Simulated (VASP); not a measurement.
Input of a VASP 6.6.1 run:

INCAR

```
PREC     = Accurate       # precision mode
ENCUT    = 600            # plane-wave cutoff, eV
EDIFF    = 1E-6           # SCF threshold, eV
ISMEAR   = -1             # smearing method
SIGMA    = 0.05           # smearing width, eV
LREAL    = F              # projectors in reciprocal space
LASPH    = T              # aspherical terms in the spheres
NELM     = 80             # most SCF steps
ALGO     = Normal         # electronic algorithm
ISIF     = 3              # what is computed and relaxed
LWAVE    = F              # write WAVECAR
LCHARG   = F              # write CHGCAR
GGA      = PS             # functional
IBRION   = 2              # ionic algorithm
NSW      = 80             # ionic steps
EDIFFG   = -0.01          # ionic threshold
PSTRESS  = 100.0
```

File KPOINTS:

```
Automatic mesh
0
Gamma
  11 11 6
```

File POSCAR:

```
Ru
1.0
    2.7058000000      0.0000000000      0.0000000000
   -1.3529000000      2.3432915376      0.0000000000
    0.0000000000      0.0000000000      4.2819000000
Ru
2
Direct
    0.6666666667      0.3333333333      0.7500000000
    0.3333333333      0.6666666667      0.2500000000
```

Potentials or basis: VASP PAW PBE potentials, release 64 (Ru_pv).

The run is started by

```bash
$ cat potpaw_PBE.64/Ru_pv/POTCAR > POTCAR
$ mpirun -np 1 vasp_std > vasp.out
```

(1) Predict the relaxed volume.

(2) What does it give for the space group after relaxing (to 0.05 Å)?

(3) Estimate the relaxed cell.

Answers

(1) 12.96 Å³/atom.

(2) P6_3/mmc (No. 194).

(3) a = 2.664 Å, b = 2.664 Å, c = 4.220 Å, α = 90.00°, β = 90.00°, γ = 120.00°.

Caveat: the cell is relaxed towards a set pressure, so the enthalpy falls and the energy may rise; the PAW data sets were made with another functional, which shifts forces and pressure a little.
